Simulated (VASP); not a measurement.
# BeTe (r.b) (F-43m) in VASP: notebook

The runs below take BeTe (r.b) through single point, with r2SCAN+rVV10.

Everything below comes from runs of VASP 6.6.1. Logs are shortened: lines on timing, memory, paths and dates and some standing lists are left out, and cuts for length are marked.

### 1 The cell of the first run

It takes space group F-43m (No. 216, cubic). The conventional cell has a = 5.620 Å, b = 5.620 Å, c = 5.620 Å, α = 90.00°, β = 90.00°, γ = 90.00°. Be (site symmetry -43m) has 4 Te at 2.43 Å within 3.2 Å. Te (site symmetry -43m) has 4 Be at 2.43 Å within 3.2 Å.

### 2 Single point, r2SCAN+rVV10

Contents of POSCAR:

```
BeTe
1.0
    0.0000000000      2.8100000000      2.8100000000
    2.8100000000      0.0000000000      2.8100000000
    2.8100000000      2.8100000000      0.0000000000
Be Te
1 1
Direct
    0.0000000000      0.0000000000      0.0000000000
    0.2500000000      0.2500000000      0.2500000000
```

Contents of INCAR.step1:

```
PREC = Accurate
ENCUT = 660
ISMEAR = 0
SIGMA = 0.1
LREAL = False
LASPH = True
NELM = 120
NBANDS = 11
GGA = PE
ALGO = Normal
EDIFF = 1E-5
LWAVE = True
LCHARG = False
GGA_COMPAT = False
```

Contents of INCAR.step2:

```
PREC = Accurate
ENCUT = 660
EDIFF = 1E-6
ISMEAR = 0
SIGMA = 0.1
LREAL = False
LASPH = True
NELM = 120
ALGO = Normal
ISIF = 2
LWAVE = False
LCHARG = True
METAGGA = R2SCAN
LMIXTAU = True
LUSE_VDW = True
IVDW_NL = 2
BPARAM = 11.95
CPARAM = 0.0093
LELF = True
LVHAR = True
NBANDS = 11
ISTART = 1
GGA_COMPAT = False
```

Contents of KPOINTS:

```
regular mesh
0
Gamma
  6 6 6
```

Potentials or basis: VASP PAW PBE potentials, release 64 (Be, Te).

Run with:

```bash
> cat potpaw_PBE.64/Be/POTCAR potpaw_PBE.64/Te/POTCAR > POTCAR
> cp INCAR.step1 INCAR
> mpirun -np 1 vasp_std > vasp.out
> cp INCAR.step2 INCAR
> mpirun -np 1 vasp_std > vasp.out
```

OUTCAR:

```text
PREC = Accurate
   ENCUT = 660
   EDIFF = 1E-6
   ISMEAR = 0
   LREAL = False
   LASPH = True
   NELM = 120
   ISIF = 2
   METAGGA = R2SCAN
   IVDW_NL = 2
   BPARAM = 11.95
   ISTART = 1

 ion  position               nearest neighbor table
   1  0.000  0.000  0.000-   2 2.43   2 2.43   2 2.43   2 2.43
   2  0.250  0.250  0.250-   1 2.43   1 2.43   1 2.43   1 2.43

  LATTYP: Found a face centered cubic cell.
 ALAT       =     5.6200000000

  Lattice vectors:

 A1 = (   0.0000000000,   2.8100000000,   2.8100000000)
 A2 = (   2.8100000000,   0.0000000000,   2.8100000000)
 A3 = (   2.8100000000,   2.8100000000,   0.0000000000)

Analysis of symmetry for initial positions (statically):
=====================================================================
 Subroutine PRICEL returns:
 Original cell was already a primitive cell.

 Routine SETGRP: Setting up the symmetry group for a
 face centered cubic supercell.

 Subroutine GETGRP returns: Found 24 space group operations
 (whereof 24 operations were pure point group operations)
 out of a pool of 48 trial point group operations.

The static configuration has the point symmetry T_d .

Analysis of symmetry for dynamics (positions and initial velocities):
=====================================================================
 Subroutine PRICEL returns:
 Original cell was already a primitive cell.

 Routine SETGRP: Setting up the symmetry group for a
 face centered cubic supercell.

 Subroutine GETGRP returns: Found 24 space group operations
 (whereof 24 operations were pure point group operations)
 out of a pool of 48 trial point group operations.

The dynamic configuration has the point symmetry T_d .

 Subroutine INISYM returns: Found 24 space group operations
 (whereof 24 operations are pure point group operations),
 and found     1 'primitive' translations

----------------------------------------------------------------------------------------

                                     Primitive cell

  volume of cell :      44.3761

  direct lattice vectors                    reciprocal lattice vectors
     0.000000000  2.810000000  2.810000000    -0.177935943  0.177935943  0.177935943
     2.810000000  0.000000000  2.810000000     0.177935943 -0.177935943  0.177935943
     2.810000000  2.810000000  0.000000000     0.177935943  0.177935943 -0.177935943

  length of vectors
     3.973940110  3.973940110  3.973940110     0.308194094  0.308194094  0.308194094

  position of ions in fractional coordinates (direct lattice)
     0.000000000  0.000000000  0.000000000
     0.250000000  0.250000000  0.250000000

  ion indices of the primitive-cell ions
   primitive index   ion index
                 1           1
                 2           2

----------------------------------------------------------------------------------------

 KPOINTS: regular mesh

Automatic generation of k-mesh.
 Grid dimensions read from file:
 generate k-points for:    6    6    6

 Generating k-lattice:

  Cartesian coordinates                     Fractional coordinates (reciprocal lattice)
    -0.029655991  0.029655991  0.029655991     0.166666667  0.000000000  0.000000000
     0.029655991 -0.029655991  0.029655991     0.000000000  0.166666667  0.000000000
     0.029655991  0.029655991 -0.029655991     0.000000000  0.000000000  0.166666667

  Length of vectors
     0.051365682  0.051365682  0.051365682

  Shift w.r.t. Gamma in fractional coordinates (k-lattice)
     0.000000000  0.000000000  0.000000000

 Subroutine IBZKPT returns following result:
 ===========================================

 Found     16 irreducible k-points:

 Following reciprocal coordinates:
            Coordinates               Weight
  0.000000  0.000000  0.000000      1.000000
  0.166667  0.000000  0.000000      8.000000
  0.333333  0.000000  0.000000      8.000000
  0.500000  0.000000  0.000000      4.000000
  0.166667  0.166667  0.000000      6.000000
  0.333333  0.166667  0.000000     24.000000
[... 8 lines left out ...]
 -0.333333  0.333333  0.166667     24.000000
 -0.333333  0.500000  0.166667     12.000000
   k-points           NKPTS =     16   k-points in BZ     NKDIM =     16   number of bands    NBANDS=     11
   number of dos      NEDOS =    301   number of ions     NIONS =      2
   total plane-waves  NPLWV =  46656
   dimension x,y,z NGX =    36 NGY =   36 NGZ =   36
   dimension x,y,z NGXF=    72 NGYF=   72 NGZF=   72
   ions per type =               1   1
   NGX,Y,Z   is equivalent  to a cutoff of  15.06, 15.06, 15.06 a.u.
   NGXF,Y,Z  is equivalent  to a cutoff of  30.12, 30.12, 30.12 a.u.
 SYSTEM =  unknown system
   PREC   = accura    normal or accurate (medium, high low for compatibility)
   ISTART =      1    job   : 0-new  1-cont  2-samecut
   ICHARG =      0    charge: 1-file 2-atom 10-const
   ISPIN  =      1    spin polarized calculation?
   LNONCOLLINEAR =      F non collinear calculations
   LSORBIT =      F    spin-orbit coupling
   LASPH  =      T    aspherical Exc in radial PAW
   ENCUT  =  660.0 eV  48.51 Ry    6.96 a.u.   8.32  8.32  8.32*2*pi/ulx,y,z
   NELM   =    120;   NELMIN=  2; NELMDL=  0     # of ELM steps
   EDIFF  = 0.1E-05   stopping-criterion for ELM
   LREAL  =      F    real-space projection
   EDIFFG = 0.1E-04   stopping-criterion for IOM
   NSW    =      0    number of steps for IOM
   IBRION =     -1    ionic relax: 0-MD 1-quasi-New 2-CG
   NFREE  =      0    steps in history (QN), initial steepest desc. (CG)
   ISIF   =      2    stress and relaxation
   ISYM   =      2    0-nonsym 1-usesym 2-fastsym
   POTIM  = 0.5000    time-step for ionic-motion
   TEBEG  =    0.0;   TEEND  =   0.0 temperature during run
   PSTRESS=    0.0 pullay stress
   NELECT =       8.0000    total number of electrons
   NUPDOWN=      -1.0000    fix difference up-down
   EMIN   =  10.00;   EMAX   =-10.00  energy-range for DOS
   EFERMI =   0.00;   METHOD = LEGACY
   ISMEAR =     0;   SIGMA  =   0.10  broadening in eV -4-tet -1-fermi 0-gaus
   EFERMI_NEDOS =   21; number of points for ismear=-14 and -15
   IALGO  =     38    algorithm
   IMIX   =      4    mixing-type and parameters
     AMIX     =   0.40;   BMIX     =  1.00
     AMIX_MAG =   1.60;   BMIX_MAG =  1.00
  volume/ion in A,a.u.               =      22.19       149.73
  Fermi-wavevector in a.u.,A,eV,Ry     =   0.924816  1.747648 11.636845  0.855284
  Thomas-Fermi vector in A             =   2.050602
   LORBIT       =      0    0 simple, 1 ext, 2 COOP (PROOUT), +10 PAW based schemes
   METAGGA = R2SCAN    functional components
   LHFCALC =     F    Hartree Fock is set to
   AEXX    =    0.0000 exact exchange contribution
   IVDW_NL    =     2    kernel type
   BPARAM     =11.9500
   IVDW    =     0    specifies the selected vdW correction
   LEPSILON=     F    determine dielectric tensor
   LRPA    =     F    only Hartree local field effects (RPA)
 non-spin polarized calculation
 Gauss-broadening in eV      SIGMA  =   0.10
  energy-cutoff  :      660.00
  volume of cell :       44.38
 maximum number of plane-waves:      1724
 NGX is ok and might be reduce to    36
   NGX = 17   NGY = 17   NGZ = 17

 number of electron       8.0000000 magnetization

 Free energy of the ion-electron system (eV)
  ---------------------------------------------------
  ext. energy  EPLUGINS =         0.00000000
  ---------------------------------------------------
  free energy    TOTEN  =       -30.49840734 eV

  energy without entropy =      -30.49840734  energy(sigma->0) =      -30.49840734

 E-fermi :   5.4233     XC(G=0):  -9.5495

 val. band max:        5.0125038801   @ k =   0.0000   0.0000   0.0000
 cond. band min:       7.2715098374   @ k =   0.5000   0.5000   0.0000
 fundamental gap:      2.2590059574
 Fermi energy:         5.4233191293

 k-point     1 :       0.0000    0.0000    0.0000
  band No.  band energies     occupation
      1      -7.8283      2.00000
      2       5.0125      2.00000
      3       5.0125      2.00000
      4       5.0125      2.00000
      5       9.0067      0.00000
      6       9.0068      0.00000
      7       9.0068      0.00000
      8       9.5368      0.00000
      9      13.9887      0.00000
     10      15.7555      0.00000
     11      15.7555      0.00000

 k-point     2 :       0.1667    0.0000    0.0000
  band No.  band energies     occupation
      1      -7.5488      2.00000
      2       2.9591      2.00000
      3       4.6193      2.00000
      4       4.6193      2.00000
      5       8.9597      0.00000
      6       9.5778      0.00000
      7       9.5778      0.00000
      8      11.4469      0.00000
      9      14.6005      0.00000
     10      14.6005      0.00000
     11      14.6598      0.00000

 k-point     3 :       0.3333    0.0000    0.0000
  band No.  band energies     occupation
      1      -6.8454      2.00000
      2       0.3504      2.00000
      3       4.0512      2.00000
      4       4.0512      2.00000
      5       8.6701      0.00000
      6      10.0441      0.00000
      7      10.0441      0.00000
      8      13.4280      0.00000
      9      15.1048      0.00000
     10      15.1937      0.00000
     11      15.1937      0.00000
[... 155 lines left out ...]
 k-point    15 :      -0.3333    0.3333    0.1667
  band No.  band energies     occupation
      1      -5.9472      2.00000
      2      -0.0871      2.00000
      3       1.3577      2.00000
      4       2.4920      2.00000
      5       9.8877      0.00000
      6      10.1798      0.00000
      7      12.5568      0.00000
      8      12.7863      0.00000
      9      14.3130      0.00000
     10      17.7160      0.00000
     11      18.5711      0.00000

 k-point    16 :      -0.3333    0.5000    0.1667
  band No.  band energies     occupation
      1      -5.7899      2.00000
      2      -0.0297      2.00000
      3       1.4568      2.00000
      4       1.7824      2.00000
      5       9.0946      0.00000
      6       9.6605      0.00000
      7      13.0108      0.00000
      8      13.2472      0.00000
      9      16.7471      0.00000
     10      17.7461      0.00000
     11      18.6946      0.00000

------------------------ aborting loop because EDIFF is reached ----------------------------------------

  FORCE on cell =-STRESS in cart. coord.  units (eV):
  Direction    XX          YY          ZZ          XY          YZ          ZX
  --------------------------------------------------------------------------------------
  -------------------------------------------------------------------------------------
  Total        0.2618164      0.2618164      0.2618164      0.0000000      0.0000000      0.0000000
  in kB        9.4527566      9.4527566      9.4527566      0.0000000      0.0000000      0.0000000
  external PRESSURE =       9.4527566 kB  Pullay stress =       0.0000000 kB

 VOLUME and BASIS-vectors are now :
 -----------------------------------------------------------------------------
  energy-cutoff  :      660.00
  volume of cell :       44.38
      direct lattice vectors                 reciprocal lattice vectors
     0.000000000  2.810000000  2.810000000    -0.177935943  0.177935943  0.177935943
     2.810000000  0.000000000  2.810000000     0.177935943 -0.177935943  0.177935943
     2.810000000  2.810000000  0.000000000     0.177935943  0.177935943 -0.177935943

 POSITION                                       TOTAL-FORCE (eV/Angst)
 -----------------------------------------------------------------------------------
      0.00000      0.00000      0.00000        -0.000000      0.000000      0.000000
      1.40500      1.40500      1.40500         0.000000     -0.000000     -0.000000
 -----------------------------------------------------------------------------------
    total drift:                                0.000000      0.000000      0.000000

  FREE ENERGIE OF THE ION-ELECTRON SYSTEM (eV)
  ---------------------------------------------------
  free  energy   TOTEN  =       -30.4984073390 eV

  energy  without entropy=      -30.4984073390  energy(sigma->0) =      -30.49840734
```

Run time: 71 s. Hardware: 1 thread of Intel Xeon Platinum 8488C (Sapphire Rapids), shared host; peak memory 0.37 GiB.

What came out:

- Free energy: -30.4984 eV
- Pressure: 0.9 GPa
- Band gap on the k mesh: 2.26 eV, indirect (least direct gap 3.99 eV)

Levels at points of the mesh, in eV from the valence-band top:
```
           k point  band 2  band 3  band 4  band 5  band 6  band 7
(0.00, 0.00, 0.00)    0.00    0.00    0.00    3.99    3.99    3.99
(0.50, 0.00, 0.00)   -5.83   -1.19   -1.19    3.54    4.99    4.99
(0.50, 0.50, 0.00)   -5.39   -2.78   -2.78    2.26    2.94   10.61
```

Caveat: the PAW data sets were made with another functional, which shifts forces and pressure a little; spin-orbit coupling is left out, which moves the levels of the heavy elements.

### 3 Single point, r2SCAN+rVV10

This run uses another cell than the first one, of 22.39 Å³/atom, 1.009 times its volume.

Contents of POSCAR:

```
BeTe
1.0
    0.0000000000      2.8185122989      2.8185122989
    2.8185122989      0.0000000000      2.8185122989
    2.8185122989      2.8185122989      0.0000000000
Be Te
1 1
Direct
    0.0000000000      0.0000000000      0.0000000000
    0.2500000000      0.2500000000      0.2500000000
```

Contents of INCAR.step1:

```
SYSTEM = BeTe
ALGO = Normal
EDIFF = 1E-5
ENCUT = 660
GGA = PE
GGA_COMPAT = .FALSE.
ISMEAR = 0
LASPH = .TRUE.
LCHARG = .FALSE.
LREAL = .FALSE.
LWAVE = .TRUE.
NBANDS = 11
NELM = 120
PREC = Accurate
SIGMA = 0.02
```

Contents of INCAR.step2:

```
SYSTEM = BeTe
ALGO = Normal
BPARAM = 11.95
CPARAM = 0.0093
EDIFF = 1E-6
ENCUT = 660
GGA_COMPAT = .FALSE.
ISIF = 2
ISMEAR = 0
ISTART = 1
IVDW_NL = 2
LASPH = .TRUE.
LCHARG = .FALSE.
LMIXTAU = .TRUE.
LREAL = .FALSE.
LUSE_VDW = .TRUE.
LWAVE = .FALSE.
METAGGA = R2SCAN
NBANDS = 11
NELM = 120
PREC = Accurate
SIGMA = 0.02
```

Contents of KPOINTS:

```
k-points
0
G
  8 8 8
  0 0 0
```

Potentials or basis: VASP PAW PBE potentials, release 64 (Be, Te).

Run with:

```bash
> cat potpaw_PBE.64/Be/POTCAR potpaw_PBE.64/Te/POTCAR > POTCAR
> cp INCAR.step1 INCAR
> mpirun -np 1 vasp_std > vasp.out
> cp INCAR.step2 INCAR
> mpirun -np 1 vasp_std > vasp.out
```

It took 84 s on 1 thread of Intel Xeon Platinum 8488C (Sapphire Rapids), shared host; peak memory 0.38 GiB.

Results (log left out):

| Item | Value |
| --- | --- |
| Free energy | -30.5054 eV |
| Pressure | 0.3 GPa |
| Band gap on the k mesh | 2.28 eV, indirect (least direct gap 4.00 eV) |

Levels at points of the mesh, in eV from the valence-band top:
| k point | band 1 | band 2 | band 3 | band 4 | band 5 | band 6 | band 7 | band 8 | band 9 |
| --- | --- | --- | --- | --- | --- | --- | --- | --- | --- |
| (0.00, 0.00, 0.00) | -12.78 | 0.00 | 0.00 | 0.00 | 4.00 | 4.00 | 4.00 | 4.45 | 8.96 |
| (0.50, 0.00, 0.00) | -11.34 | -5.77 | -1.17 | -1.17 | 3.52 | 4.99 | 4.99 | 8.39 | 11.70 |
| (0.50, 0.50, 0.00) | -10.80 | -5.34 | -2.74 | -2.74 | 2.28 | 2.96 | 10.55 | 10.55 | 12.48 |

Caveat: the PAW data sets were made with another functional, which shifts forces and pressure a little; spin-orbit coupling is left out, which moves the levels of the heavy elements. r2SCAN opens gaps a little over a GGA but as a rule still falls short of measured ones.
